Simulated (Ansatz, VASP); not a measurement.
**BC5: VASP beside Ansatz**

```
CELL_PARAMETERS angstrom
2.45143 -2.68177 0.00000
2.45143 2.68177 0.00000
0.00000 0.00000 5.69046
ATOMIC_POSITIONS crystal
B 0.50000 0.50000 0.00000
C 0.18367 0.81633 0.00000
C 0.81633 0.18367 0.00000
C 0.71095 0.71095 0.50000
C 0.28905 0.28905 0.50000
C 0.00000 0.00000 0.50000
```

Alike in both runs: task relaxation of cell and atoms; functional PBE; k mesh 6 × 6 × 4; occupations gaussian, width 0.1 eV; no spin polarisation.

|  | VASP | Ansatz |
| --- | --- | --- |
| version | VASP 6.6.1 | Ansatz 0.2.0 |
| potentials or method | VASP PAW PBE potentials, release 64 (B, C), cutoff 600 eV | scalar-relativistic, plane waves, PAW |
| valence electrons in the cell | 23 | 23 |

|  | VASP | Ansatz | Ansatz less VASP |
| --- | --- | --- | --- |
| gap on the k mesh at the Fermi level, each at its own relaxed structure (eV) | none | none | - |
| relaxed volume (Å³/atom) | 10.23 | 10.94 | +0.715 |
| relaxed cell length with the largest relative difference (Å) | 7.064 | 7.562 | +0.4978 |

A gap of «none» marks a metal or a gap that the smearing closes. One of these differences is far larger than is usual between the two programs; its cause wasn't traced.

Noted on VASP's run: the volume moved by over 15 % at a fixed basis, so the end points are rough.
